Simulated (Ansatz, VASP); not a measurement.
**One calculation of K, two programs**

Contents of POSCAR:

```
K
1.0
    0.0000000000      3.4146952953      3.4146952953
    3.4146952953      0.0000000000      3.4146952953
    3.4146952953      3.4146952953      0.0000000000
K
1
Direct
    0.0000000000      0.0000000000      0.0000000000
```

INCAR.step1

```
SYSTEM = K
PREC     = Accurate       ! precision mode
ENCUT    = 520            ! plane-wave cutoff, eV
ISMEAR   = -1             ! smearing method
SIGMA    = 0.1            ! smearing width, eV
LREAL    = .FALSE.        ! projectors in reciprocal space
LASPH    = .TRUE.         ! aspherical terms in the spheres
NELM     = 60             ! most SCF steps
NBANDS   = 10             ! bands
GGA      = PE             ! functional
ALGO     = Normal         ! electronic algorithm
EDIFF    = 1E-4           ! SCF threshold, eV
LWAVE    = .TRUE.         ! write WAVECAR
LCHARG   = .FALSE.        ! write CHGCAR
```

File INCAR.step2:

```
SYSTEM = K
PREC     = Accurate       ! precision mode
ENCUT    = 520            ! plane-wave cutoff, eV
EDIFF    = 1E-6           ! SCF threshold, eV
ISMEAR   = -1             ! smearing method
SIGMA    = 0.1            ! smearing width, eV
LREAL    = .FALSE.        ! projectors in reciprocal space
LASPH    = .TRUE.         ! aspherical terms in the spheres
NELM     = 60             ! most SCF steps
ALGO     = Normal         ! electronic algorithm
ISIF     = 2              ! what is computed and relaxed
LWAVE    = .FALSE.        ! write WAVECAR
LCHARG   = .FALSE.        ! write CHGCAR
METAGGA  = R2SCAN         ! meta-GGA
LMIXTAU  = .TRUE.       
NBANDS   = 10             ! bands
ISTART   = 1
```

KPOINTS

```
regular mesh
0
G
  9 9 9
  0 0 0
```

Input for Ansatz:

```yaml
crystal:
  lattice:
    - [0.0, 3.4146952953, 3.4146952953]
    - [3.4146952953, 0.0, 3.4146952953]
    - [3.4146952953, 3.4146952953, 0.0]
  atoms:
    - { symbol: K, position: [0.0, 0.0, 0.0] }
hamiltonian:
  xc: r2scan
  pseudopotentials:
    kind: paw
    azcp:
      K: "pseudopotentials/K.paw.azcp"
basis:
  ecutwfc: 500
  fft_grid_basis: typed
kpoints:
  mp_grid: { grid: [9, 9, 9], shift: [0, 0, 0] }
magnetization:
  spin_polarized: false
scf:
  occupations: { method: fermi_dirac, width: 0.1 }
  lower_state_search: "off"
output:
  stress: true
```

Alike in both runs: task single point; functional r2SCAN; k mesh 9 × 9 × 9; occupations fermi-dirac, width 0.1 eV; no spin polarisation.

|  | VASP | Ansatz |
| --- | --- | --- |
| version | VASP 6.6.1 | Ansatz 0.2.0 |
| potentials or method | VASP PAW PBE potentials, release 64 (K_sv), cutoff 520 eV | plane waves (500 eV) with PAW, scalar-relativistic |
| valence electrons in the cell | 9 | 9 |

|  | VASP | Ansatz | Ansatz less VASP |
| --- | --- | --- | --- |
| pressure (GPa) | -0.1 | -0.1 | +0.02 |

VASP's potentials were made for PBE, not for r2SCAN.
